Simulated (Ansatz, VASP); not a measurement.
One calculation of LaB6, two programs

```
La B
1.0
     4.09622    0.00000    0.00000
     0.00000    4.09622    0.00000
     0.00000    0.00000    4.09622
La B
1 6
Direct
  0.00000 0.00000 0.00000
  0.19953 0.50000 0.50000
  0.80047 0.50000 0.50000
  0.50000 0.50000 0.19953
  0.50000 0.50000 0.80047
  0.50000 0.19953 0.50000
  0.50000 0.80047 0.50000
```

Alike in both runs: functional r2SCAN; k mesh 8 × 8 × 8; occupations gaussian, width 0.05 eV; no spin polarisation.

Ansatz relaxed the structure, and its values are those at the end. VASP's run is a single point on that final structure, the one shown.

|  | VASP | Ansatz |
| --- | --- | --- |
| version | VASP 6.6.1 | Ansatz 0.2.0 |
| potentials or method | VASP PAW PBE potentials, release 64 (La, B), cutoff 520 eV | scalar-relativistic, plane waves, PAW |
| valence electrons in the cell | 29 | 29 |

Ansatz gave:

```
gap on the k mesh at the Fermi level (eV) : none
pressure (GPa)                            : 7.9
rms of the force components (eV/Å)        : 0.000
```

Q: Which values does VASP return?

A: gap on the k mesh at the Fermi level (eV): none; pressure (GPa): 7.9; rms of the force components (eV/Å): 0.015.

VASP's potentials were made for PBE, not for r2SCAN. A gap of «none» marks a metal or a gap that the smearing closes. Ansatz's warnings: stress scf threshold loose.

Spin-orbit coupling is off throughout.
